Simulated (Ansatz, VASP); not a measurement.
Given: the input of a run of Ansatz 0.2.0 on SiC.

The input input.yaml:

```yaml
crystal:
  lattice:
    - [0.0, 2.179, 2.179]
    - [2.179, 0.0, 2.179]
    - [2.179, 2.179, 0.0]
  atoms:
    - { symbol: Si, position: [0.0, 0.0, 0.0] }
    - { symbol: C, position: [0.75, 0.75, 0.75] }
hamiltonian:
  xc: pbesol
  pseudopotentials: { kind: paw }
  dispersion: d3bj
kpoints:
  mp_grid: { grid: [10, 10, 10] }
scf:
  occupations: { method: fermi_dirac, width: 0.05 }
output:
  forces: true
  stress: true
relax:
  f_tol: 0.01
  max_steps: 40
  cell: { stress_tol: 0.05 }
```

Potentials or basis: Ansatz PAW.

Launch:

```sh
$ ansatz run input.yaml --threads 2 --pin off --max-ram 5120MiB --backend cpu --events-out ev --progress --plain --runs-dir out
```

Problem. Translate it to VASP 6.6.1. Potentials there: VASP PAW PBE potentials, release 64 (Si, C).

Solution. As run (the cutoff follows the program's own potentials):

The input INCAR:

```
ALGO = Normal ; EDIFF = 1E-7
EDIFFG = -0.01 ; ENCUT = 600
GGA = PS ; GGA_COMPAT = F
IBRION = 2 ; ISIF = 3
ISMEAR = -1 ; IVDW = 12
LASPH = T ; LCHARG = F
LREAL = F ; LWAVE = F
NELM = 120 ; NELMIN = 4
NSW = 60 ; PREC = Accurate
SIGMA = 0.05
```

The input KPOINTS:

```
k-points
0
Gamma
  10 10 10
```

File POSCAR:

```
SiC
1.0
    0.0000000000      2.1790000000      2.1790000000
    2.1790000000      0.0000000000      2.1790000000
    2.1790000000      2.1790000000      0.0000000000
Si C
1 1
Direct
    0.0000000000      0.0000000000      0.0000000000
    0.7500000000      0.7500000000      0.7500000000
```

Potentials or basis: VASP PAW PBE potentials, release 64 (Si, C).

Command:

```console
$ cat potpaw_PBE.64/Si/POTCAR potpaw_PBE.64/C/POTCAR > POTCAR
$ mpirun -np 1 vasp_std > vasp.out
```

Both were run:

|  | VASP | Ansatz | Ansatz less VASP |
| --- | --- | --- | --- |
| relaxed volume (Å³/atom) | 10.17 | 10.16 | -0.010 |
| relaxed length of the cell vector where the two differ most in proportion (Å) | 3.064 | 3.063 | -0.0010 |

VASP's potentials were made for PBE, not for PBEsol.

Noted on Ansatz's run: the plane-wave basis is chosen anew once the cell has moved, so the energies of steps on either side of that aren't comparable.
